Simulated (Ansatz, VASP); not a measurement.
# One calculation of Tl, two programs

Contents of INCAR:

```
SYSTEM = Tl
PREC = Accurate
ENCUT = 520
EDIFF = 1E-7
ISMEAR = -1
SIGMA = 0.05
LREAL = .FALSE.
LASPH = .TRUE.
NELM = 100
ALGO = Normal
ISIF = 2
LWAVE = .FALSE.
LCHARG = .TRUE.
GGA = PE
LELF = .TRUE.
LVHAR = .TRUE.
NBANDS = 20
```

File KPOINTS:

```
Automatic mesh
0
G
  11 11 6
  0 0 0
```

File POSCAR:

```
Tl
1.0
    3.3860481321      0.0000000000      0.0000000000
   -1.6930240661      2.9324037009      0.0000000000
    0.0000000000      0.0000000000      5.4131726928
Tl
2
Direct
    0.3333333333      0.6666666667      0.2500000000
    0.6666666667      0.3333333333      0.7500000000
```

Input for Ansatz:

```yaml
crystal:
  lattice:
    - [3.3860481321, 0.0, 0.0]
    - [-1.6930240661, 2.9324037009, 0.0]
    - [0.0, 0.0, 5.4131726928]
  atoms:
    - { symbol: Tl, position: [0.3333333333, 0.6666666667, 0.25] }
    - { symbol: Tl, position: [0.6666666667, 0.3333333333, 0.75] }
kpoints:
  mp_grid: { grid: [11, 11, 6] }
scf:
  occupations: { method: fermi_dirac, width: 0.05 }
hamiltonian:
  xc: pbe
  pseudopotentials: { kind: all_electron, lapw: { basis_error: 0.0005 } }
output:
  forces: true
  stress: true
  eigenvalues: true
```

Change from the starting cell: volume scaled by 0.9405.

Alike in both runs: task single point; functional PBE; k mesh 11 × 11 × 6; occupations fermi-dirac, width 0.05 eV; no spin polarisation.

|  | VASP | Ansatz |
| --- | --- | --- |
| version | VASP 6.6.1 | Ansatz 0.2.0 |
| potentials or method | VASP PAW PBE potentials, release 64 (Tl_d), cutoff 520 eV | all-electron LAPW, scalar-relativistic |

|  | VASP | Ansatz | Ansatz less VASP |
| --- | --- | --- | --- |
| pressure (GPa) | 6.2 | 6.2 | +0.08 |
| traceless stress, the component that is largest in VASP (GPa) | 0.49 | 0.50 | +0.009 |

Ansatz ran all-electron here, and VASP with PAW potentials.

Spin-orbit coupling is off throughout.
